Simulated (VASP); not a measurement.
Wanted: the native input for a VASP 6.6.1 run.

```yaml
Task: single point
Functional: PBE
Potentials_or_basis: VASP PAW PBE potentials, release 64 (Co, Li_sv, F)
Cutoff: 650 eV
k_mesh: 1 × 1 × 1
Occupations: fermi-dirac, width 0.01 eV
Spin: collinear spin, ferromagnetic start
Starting_moments: "[3.0, 0.0, 0.0, 0.0, 0.0, 0.0, 0.0, 0.0] μB"
Hubbard_terms: Co d U = 4.0 eV
Dipole_correction: no
k_mesh_for_the_DOS: 1 × 1 × 1
Occupations_for_the_DOS: gaussian
Further_INCAR_settings: ALGO = Normal; EDIFF = 1e-06; NBANDS = 37
```

The system is Li3CoF4.

```
CELL_PARAMETERS angstrom
4.03000 0.00000 0.00000
0.00000 4.03000 0.00000
0.00000 0.00000 4.03000
ATOMIC_POSITIONS crystal
Co 0.00000 0.00000 0.00000
Li 0.00000 0.50000 0.50000
Li 0.50000 0.00000 0.50000
Li 0.50000 0.50000 0.00000
F 0.50000 0.50000 0.50000
F 0.50000 0.00000 0.00000
F 0.00000 0.50000 0.00000
F 0.00000 0.00000 0.50000
```

These files were run (other wordings do the same):

POSCAR

```
Li3CoF4
1.0
    4.0300000000      0.0000000000      0.0000000000
    0.0000000000      4.0300000000      0.0000000000
    0.0000000000      0.0000000000      4.0300000000
Co Li F
1 3 4
Direct
    0.0000000000      0.0000000000      0.0000000000
    0.0000000000      0.5000000000      0.5000000000
    0.5000000000      0.0000000000      0.5000000000
    0.5000000000      0.5000000000      0.0000000000
    0.5000000000      0.5000000000      0.5000000000
    0.5000000000      0.0000000000      0.0000000000
    0.0000000000      0.5000000000      0.0000000000
    0.0000000000      0.0000000000      0.5000000000
```

INCAR.step1

```
ALGO = Normal
EDIFF = 1E-6
ENCUT = 650
GGA = PE
GGA_COMPAT = False
ISIF = 2
ISMEAR = -1
ISPIN = 2
LASPH = True
LCHARG = True
LDAU = True
LDAUJ = 0 0 0
LDAUL = 2 -1 -1
LDAUPRINT = 1
LDAUTYPE = 2
LDAUU = 4 0 0
LMAXMIX = 4
LORBIT = 11
LREAL = False
LWAVE = False
MAGMOM = 3 0 0 0 0 0 0 0
NBANDS = 37
NEDOS = 2001
NELM = 200
PREC = Accurate
SIGMA = 0.01
```

INCAR.step2

```
ALGO = Normal
EDIFF = 1E-6
ENCUT = 650
GGA = PE
GGA_COMPAT = False
ICHARG = 11
ISIF = 2
ISMEAR = 0
ISPIN = 2
LASPH = True
LCHARG = False
LDAU = True
LDAUJ = 0 0 0
LDAUL = 2 -1 -1
LDAUPRINT = 1
LDAUTYPE = 2
LDAUU = 4 0 0
LMAXMIX = 4
LORBIT = 11
LREAL = False
LWAVE = False
MAGMOM = 3 0 0 0 0 0 0 0
NBANDS = 37
NEDOS = 1001
NELM = 200
PREC = Accurate
SIGMA = 0.01
```

KPOINTS

```
k-points
0
Gamma
  1 1 1
```

Potentials or basis: VASP PAW PBE potentials, release 64 (Co, Li_sv, F).

Command:

```sh
$ cat potpaw_PBE.64/Co/POTCAR potpaw_PBE.64/Li_sv/POTCAR potpaw_PBE.64/F/POTCAR > POTCAR
$ cp INCAR.step1 INCAR
$ mpirun -np 1 vasp_std > vasp.out
$ cp INCAR.step2 INCAR
$ mpirun -np 1 vasp_std > vasp.out
```

Results of the run:

```
Net moment                                            : 2.00 μB per cell
Site moments                                          : Co +2.00; Li -0.00; F +0.00 μB
Valence electrons inside the program's atomic spheres : Co 8.18; Li 2.06; F 6.13, 6.14 (each value once)
```

Caveat: the k points lie up to 1.56 Å⁻¹ apart; a cell with one magnetic atom can't hold antiferromagnetic order, which such compounds often take.

It took 30 s on 1 thread of Intel(R) Xeon(R) Platinum 8259CL CPU @ 2.50GHz (Skylake/Cascade Lake) (shared host), peak memory 0.24 GiB.
